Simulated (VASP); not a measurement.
Wanted: the native input for a VASP 6.6.1 run.

```
Task                   : dielectric tensor
Functional             : PBE
Potentials or basis    : VASP PAW PBE potentials, release 64 (B, N)
Cutoff                 : 520 eV
k mesh                 : 9 × 9 × 4
Occupations            : gaussian, width 0.01 eV
Spin                   : no spin polarisation
Dipole correction      : no
Further INCAR settings : ALGO = Normal; EDIFF = 1e-08
```

The structure of BN lies in POSCAR:

```
BN
1.0
    2.5005825875      0.0000000000      0.0000000000
   -1.2502912938      2.1655680450      0.0000000000
    0.0000000000      0.0000000000      6.5236359444
B N
2 2
Direct
    0.3333333333      0.6666666667      0.2500000000
    0.6666666667      0.3333333333      0.7500000000
    0.3333333333      0.6666666667      0.7500000000
    0.6666666667      0.3333333333      0.2500000000
```

These files were run (other wordings do the same):

INCAR

```
PREC     = Accurate       # precision mode
ENCUT    = 520            # plane-wave cutoff, eV
EDIFF    = 1E-8           # SCF threshold, eV
ISMEAR   = 0              # smearing method
SIGMA    = 0.01           # smearing width, eV
LREAL    = F              # projectors in reciprocal space
LASPH    = T              # aspherical terms in the spheres
NELM     = 60             # most SCF steps
ALGO     = Normal         # electronic algorithm
ISIF     = 2              # what is computed and relaxed
LWAVE    = F              # write WAVECAR
LCHARG   = F              # write CHGCAR
GGA      = PE             # functional
LEPSILON = T              # dielectric tensor by DFPT
```

KPOINTS

```
regular mesh
0
Gamma
  9 9 4
```

Potentials or basis: VASP PAW PBE potentials, release 64 (B, N).

Launch:

```console
$ cat potpaw_PBE.64/B/POTCAR potpaw_PBE.64/N/POTCAR > POTCAR
$ mpirun -np 1 vasp_std > vasp.out
```

Results of the run:

```yaml
Band_gap_on_the_k_mesh: 4.38 eV, indirect (least direct gap 4.65 eV)
Electronic_dielectric_tensor_diagonal: 4.80, 4.80, 2.77
Born_charges_mean_of_the_diagonal: B +2.07; N -2.07 e
```

Wall time 4.4 min on 1 thread of Intel Xeon 8259CL, on a shared host, peak memory 0.22 GiB.
